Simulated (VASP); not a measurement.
A run of VASP 6.6.1:

Contents of INCAR:

```
SYSTEM = Si
PREC = Accurate ; ENCUT = 520
EDIFF = 1E-6 ; ISMEAR = 0
SIGMA = 0.05 ; LREAL = .FALSE.
LASPH = .TRUE. ; NELM = 60
ALGO = Normal ; ISIF = 2
LWAVE = .FALSE. ; LCHARG = .TRUE.
GGA = CA ; LELF = .TRUE.
LVHAR = .TRUE. ; NBANDS = 11
```

KPOINTS

```
Automatic mesh
0
G
  12 12 12
  0 0 0
```

File POSCAR:

```
Si
1.0
    0.0000000000      2.8665413127      2.5701409409
    2.8665413127      0.0000000000      2.5701409409
    2.8665413127      2.8665413127      0.0000000000
Si
2
Direct
    0.5000000000      0.5000000000      0.5000000000
    0.7500000000      0.7500000000      0.7500000000
```

Potentials or basis: VASP PAW LDA potentials, release 64 (Si).

Run with:

```bash
$ cat potpaw_LDA.64/Si/POTCAR > POTCAR
$ mpirun -np 1 vasp_std > vasp.out
```

Hardware: 1 thread of Intel(R) Xeon(R) Platinum 8559C (Emerald Rapids), on a shared host.

Q: How long does it take, and how much memory?

A: Run time: 30 s on 1 thread of Intel(R) Xeon(R) Platinum 8559C (Emerald Rapids), with other jobs on the host, peak memory 0.18 GiB. Counts: scf iterations 11, k points 163.
